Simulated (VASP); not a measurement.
# KTaO3 (P4/mmm) in VASP: a series of runs

Runs on KTaO3. Level: r2SCAN. Tasks: single point.

Program: VASP 6.6.1. These are calculated values, not measurements. Logs are shortened: lines on timing, memory, paths and dates and some standing lists are left out, and cuts for length are marked.

**1. The cell of the first run**

Symmetry: P4/mmm, No. 123, tetragonal system. The conventional cell has a = 3.988 Å, b = 3.988 Å, c = 3.789 Å, α = 90.00°, β = 90.00°, γ = 90.00°. Within 3.6 Å of K (site symmetry 4/mmm) lie 12 O at 2.75 to 2.82 Å and 8 Ta at 3.40 Å. Ta (site symmetry 4/mmm) has 6 O at 1.89 to 1.99 Å within 2.5 Å. O (site symmetry mmm) has 2 Ta at 1.99 Å within 2.6 Å. Within 2.5 Å of O (site symmetry 4/mmm) lie 2 Ta at 1.89 Å.

**2. Single point, r2SCAN (strain +0.000 along x and y, -0.050 along z)**

Input file POSCAR:

```
KTaO3
1.0
    3.9883000000      0.0000000000      0.0000000000
    0.0000000000      3.9883000000      0.0000000000
    0.0000000000      0.0000000000      3.7888850000
K Ta O
1 1 3
Direct
    0.5000000000      0.5000000000      0.5000000000
    0.0000000000      0.0000000000      0.0000000000
    0.5000000000      0.0000000000      0.0000000000
    0.0000000000      0.5000000000      0.0000000000
    0.0000000000      0.0000000000      0.5000000000
```

Input file INCAR.step1:

```
SYSTEM = KTaO3
PREC = Accurate
ENCUT = 520
ISMEAR = 0
SIGMA = 0.05
LREAL = .False.
LASPH = .True.
NELM = 60
NBANDS = 27
GGA = PE
ALGO = Normal
EDIFF = 1E-4
LWAVE = .True.
LCHARG = .False.
```

Input file INCAR.step2:

```
SYSTEM = KTaO3
PREC = Accurate
ENCUT = 520
EDIFF = 1E-6
ISMEAR = 0
SIGMA = 0.05
LREAL = .False.
LASPH = .True.
NELM = 60
ALGO = Normal
ISIF = 2
LWAVE = .False.
LCHARG = .False.
METAGGA = R2SCAN
LMIXTAU = .True.
NBANDS = 27
ISTART = 1
```

Input file KPOINTS:

```
regular mesh
0
Gamma
  6 6 6
  0 0 0
```

Potentials or basis: VASP PAW PBE potentials, release 64 (K_sv, Ta_pv, O).

Run with:

```bash
$ cat potpaw_PBE.64/K_sv/POTCAR potpaw_PBE.64/Ta_pv/POTCAR potpaw_PBE.64/O/POTCAR > POTCAR
$ cp INCAR.step1 INCAR
$ mpirun -np 1 vasp_std > vasp.out
$ cp INCAR.step2 INCAR
$ mpirun -np 1 vasp_std > vasp.out
```

OUTCAR:

```text
SYSTEM = KTaO3
   PREC = Accurate
   ENCUT = 520
   EDIFF = 1E-6
   ISMEAR = 0
   LREAL = .False.
   LASPH = .True.
   NELM = 60
   ISIF = 2
   METAGGA = R2SCAN
   ISTART = 1

 ion  position               nearest neighbor table
   1  0.500  0.500  0.500-   3 2.75   4 2.75   3 2.75   4 2.75   3 2.75   3 2.75   4 2.75   4 2.75
                             5 2.82   5 2.82   5 2.82   5 2.82   2 3.40   2 3.40   2 3.40   2 3.40
   2  0.000  0.000  0.000-   5 1.89   5 1.89   3 1.99   4 1.99   4 1.99   3 1.99   1 3.40   1 3.40
                             1 3.40   1 3.40   1 3.40   1 3.40   1 3.40   1 3.40
   3  0.500  0.000  0.000-   2 1.99   2 1.99   1 2.75   1 2.75   1 2.75   1 2.75
   4  0.000  0.500  0.000-   2 1.99   2 1.99   1 2.75   1 2.75   1 2.75   1 2.75
   5  0.000  0.000  0.500-   2 1.89   2 1.89   1 2.82   1 2.82   1 2.82   1 2.82

  LATTYP: Found a simple tetragonal cell.
 ALAT       =     3.9883000000
 C/A-ratio  =     0.9500000000

  Lattice vectors:

 A1 = (   3.9883000000,   0.0000000000,   0.0000000000)
 A2 = (   0.0000000000,   3.9883000000,   0.0000000000)
 A3 = (   0.0000000000,   0.0000000000,   3.7888850000)

Analysis of symmetry for initial positions (statically):
=====================================================================
 Subroutine PRICEL returns:
 Original cell was already a primitive cell.

 Routine SETGRP: Setting up the symmetry group for a
 simple tetragonal supercell.

 Subroutine GETGRP returns: Found 16 space group operations
 (whereof 16 operations were pure point group operations)
 out of a pool of 16 trial point group operations.

The static configuration has the point symmetry D_4h.

Analysis of symmetry for dynamics (positions and initial velocities):
=====================================================================
 Subroutine PRICEL returns:
 Original cell was already a primitive cell.

 Routine SETGRP: Setting up the symmetry group for a
 simple tetragonal supercell.

 Subroutine GETGRP returns: Found 16 space group operations
 (whereof 16 operations were pure point group operations)
 out of a pool of 16 trial point group operations.

The dynamic configuration has the point symmetry D_4h.

 Subroutine INISYM returns: Found 16 space group operations
 (whereof 16 operations are pure point group operations),
 and found     1 'primitive' translations

[... 94 lines left out ...]
   ISPIN  =      1    spin polarized calculation?
   LNONCOLLINEAR =      F non collinear calculations
   LSORBIT =      F    spin-orbit coupling
   LASPH  =      T    aspherical Exc in radial PAW
   ENCUT  =  520.0 eV  38.22 Ry    6.18 a.u.   7.42  7.42  7.04*2*pi/ulx,y,z
   NELM   =     60;   NELMIN=  2; NELMDL=  0     # of ELM steps
   EDIFF  = 0.1E-05   stopping-criterion for ELM
   LREAL  =      F    real-space projection
   EDIFFG = 0.1E-04   stopping-criterion for IOM
   NSW    =      0    number of steps for IOM
   IBRION =     -1    ionic relax: 0-MD 1-quasi-New 2-CG
   NFREE  =      0    steps in history (QN), initial steepest desc. (CG)
   ISIF   =      2    stress and relaxation
   ISYM   =      2    0-nonsym 1-usesym 2-fastsym
   POTIM  = 0.5000    time-step for ionic-motion
   TEBEG  =    0.0;   TEEND  =   0.0 temperature during run
   PSTRESS=    0.0 pullay stress
   NELECT =      38.0000    total number of electrons
   NUPDOWN=      -1.0000    fix difference up-down
   EMIN   =  10.00;   EMAX   =-10.00  energy-range for DOS
   EFERMI =   0.00;   METHOD = LEGACY
   ISMEAR =     0;   SIGMA  =   0.05  broadening in eV -4-tet -1-fermi 0-gaus
   EFERMI_NEDOS =   21; number of points for ismear=-14 and -15
   IALGO  =     38    algorithm
   IMIX   =      4    mixing-type and parameters
     AMIX     =   0.40;   BMIX     =  1.00
     AMIX_MAG =   1.60;   BMIX_MAG =  1.00
  volume/ion in A,a.u.               =      12.05        81.34
  Fermi-wavevector in a.u.,A,eV,Ry     =   1.403806  2.652808 26.812600  1.970671
  Thomas-Fermi vector in A             =   2.526431
   LORBIT       =      0    0 simple, 1 ext, 2 COOP (PROOUT), +10 PAW based schemes
   METAGGA = R2SCAN    functional components
   LHFCALC =     F    Hartree Fock is set to
   AEXX    =    0.0000 exact exchange contribution
   IVDW    =     0    specifies the selected vdW correction
   LEPSILON=     F    determine dielectric tensor
   LRPA    =     F    only Hartree local field effects (RPA)
 non-spin polarized calculation
 Gauss-broadening in eV      SIGMA  =   0.05
  energy-cutoff  :      520.00
  volume of cell :       60.27
 maximum number of plane-waves:      1655
 NGX is ok and might be reduce to    30
   NGX = 15   NGY = 15   NGZ = 15

 number of electron      37.9999981 magnetization

 Free energy of the ion-electron system (eV)
  ---------------------------------------------------
  ext. energy  EPLUGINS =         0.00000000
  ---------------------------------------------------
  free energy    TOTEN  =       -86.85225263 eV

  energy without entropy =      -86.85225263  energy(sigma->0) =      -86.85225263

 E-fermi :   2.0386     XC(G=0): -11.8484

 val. band max:        1.8242732970   @ k =   0.5000   0.5000   0.5000
 cond. band min:       4.4396810243   @ k =   0.0000   0.0000   0.0000
 fundamental gap:      2.6154077273
 Fermi energy:         2.0385512532

 k-point     1 :       0.0000    0.0000    0.0000
  band No.  band energies     occupation
      1     -33.3451      2.00000
      2     -33.2169      2.00000
      3     -33.2169      2.00000
      4     -26.6268      2.00000
      5     -17.2282      2.00000
      6     -16.3253      2.00000
[... 709 lines left out ...]
     26      13.3189      0.00000
     27      13.6426      0.00000

 [... further k-points ...]
[... 5 lines left out ...]
  --------------------------------------------------------------------------------------
  -------------------------------------------------------------------------------------
  Total        2.2944791      2.2944791     12.1215357      0.0000000      0.0000000      0.0000000
  in kB       60.9968810     60.9968810    322.2412745      0.0000000      0.0000000      0.0000000
  external PRESSURE =     148.0783455 kB  Pullay stress =       0.0000000 kB

 VOLUME and BASIS-vectors are now :
 -----------------------------------------------------------------------------
  energy-cutoff  :      520.00
  volume of cell :       60.27
      direct lattice vectors                 reciprocal lattice vectors
     3.988300000  0.000000000  0.000000000     0.250733395  0.000000000  0.000000000
     0.000000000  3.988300000  0.000000000     0.000000000  0.250733395  0.000000000
     0.000000000  0.000000000  3.788885000     0.000000000  0.000000000  0.263929890

 POSITION                                       TOTAL-FORCE (eV/Angst)
 -----------------------------------------------------------------------------------
      1.99415      1.99415      1.89444         0.000000      0.000000      0.000000
      0.00000      0.00000      0.00000         0.000000      0.000000      0.000000
      1.99415      0.00000      0.00000         0.000000      0.000000      0.000000
      0.00000      1.99415      0.00000         0.000000      0.000000      0.000000
      0.00000      0.00000      1.89444         0.000000      0.000000      0.000000
 -----------------------------------------------------------------------------------
    total drift:                                0.000000     -0.000000      0.000000

  FREE ENERGIE OF THE ION-ELECTRON SYSTEM (eV)
  ---------------------------------------------------
  free  energy   TOTEN  =       -86.8522526292 eV

  energy  without entropy=      -86.8522526292  energy(sigma->0) =      -86.85225263
```

OSZICAR.step1:

```text
N       E                     dE             d eps       ncg     rms          rms(c)
DAV:   1     0.331011700425E+03    0.33101E+03   -0.20864E+04  2160   0.142E+03
DAV:   2    -0.295009696485E+02   -0.36051E+03   -0.34683E+03  2580   0.414E+02
DAV:   3    -0.483374418508E+02   -0.18836E+02   -0.18750E+02  2926   0.920E+01
DAV:   4    -0.490322782561E+02   -0.69484E+00   -0.69351E+00  3632   0.111E+01
DAV:   5    -0.490356415931E+02   -0.33633E-02   -0.33629E-02  2790   0.810E-01    0.381E+01
DAV:   6    -0.407901227498E+02    0.82455E+01   -0.33338E+01  2569   0.405E+01    0.148E+01
DAV:   7    -0.406804024406E+02    0.10972E+00   -0.15275E+00  2889   0.812E+00    0.102E+01
DAV:   8    -0.406375906106E+02    0.42812E-01   -0.30827E-01  2615   0.462E+00    0.271E+00
DAV:   9    -0.406247923753E+02    0.12798E-01   -0.29481E-02  2754   0.127E+00    0.315E-01
DAV:  10    -0.406243442997E+02    0.44808E-03   -0.85639E-03  3046   0.611E-01    0.679E-02
DAV:  11    -0.406243443175E+02   -0.17788E-07   -0.48926E-04  2808   0.154E-01
   1 F= -.40624344E+02 E0= -.40624344E+02  d E =-.104917E-14
```

It took 1.8 min on 1 thread of Intel Xeon 6975P-C (Granite Rapids), shared host; peak memory 0.21 GiB.

What came out:

```yaml
Free_energy: -86.8523 eV
Pressure: 14.8 GPa
Band_gap_on_the_k_mesh: 2.62 eV (least direct gap 3.22 eV)
```

Caveat: the cell differs from its parent crystal (strain +0.000 along x and y, -0.050 along z); the stress differs along the axes, from 6 to 32 GPa; the PAW data sets were made with another functional, which shifts forces and pressure a little; spin-orbit coupling is left out, which moves the levels of the heavy elements.

[end of part 1 of 2]
